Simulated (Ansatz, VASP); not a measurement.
# Two plane-wave programs on BaCd3Se4

```
CELL_PARAMETERS angstrom
7.53573 0.00000 0.00000
-3.76787 6.52614 0.00000
0.00000 0.00000 6.15832
ATOMIC_POSITIONS crystal
Ba 0.00000 0.00000 0.00000
Cd 0.49727 0.00000 0.00000
Cd 0.00000 0.49727 0.00000
Cd 0.50273 0.50273 0.00000
Se 0.33333 0.66667 0.72018
Se 0.33333 0.66667 0.27982
Se 0.66667 0.33333 0.27982
Se 0.66667 0.33333 0.72018
```

Alike in both runs: functional PBE; k mesh 3 × 3 × 2; occupations gaussian, width 0.15 eV; no spin polarisation.

Ansatz relaxed the structure, and its values are those at the end. VASP's run is a single point on that final structure, the one shown.

|  | VASP | Ansatz |
| --- | --- | --- |
| version | VASP 6.6.1 | Ansatz 0.2.0 |
| potentials or method | VASP PAW PBE potentials, release 64 (Ba_sv, Cd, Se), cutoff 520 eV | scalar-relativistic, plane waves, PAW |
| valence electrons in the cell | 70 | 134 |

VASP gave:

```
gap on the k mesh at the Fermi level (eV) : none
pressure (GPa)                            : 0.2
rms of the force components (eV/Å)        : 0.008
```

What did Ansatz give for the same quantities?

gap on the k mesh at the Fermi level (eV): none; pressure (GPa): 0.0; rms of the force components (eV/Å): 0.025.

A gap of «none» marks a metal or a gap that the smearing closes. With one functional, cell and mesh, what is left measures potentials, basis and numerics. VASP's potentials hold 70 valence electrons a cell and Ansatz's 134, so a difference there can come from the potentials and not from the codes.

The k mesh is coarse, so the values compare programs but aren't converged. Spin-orbit coupling is off throughout.
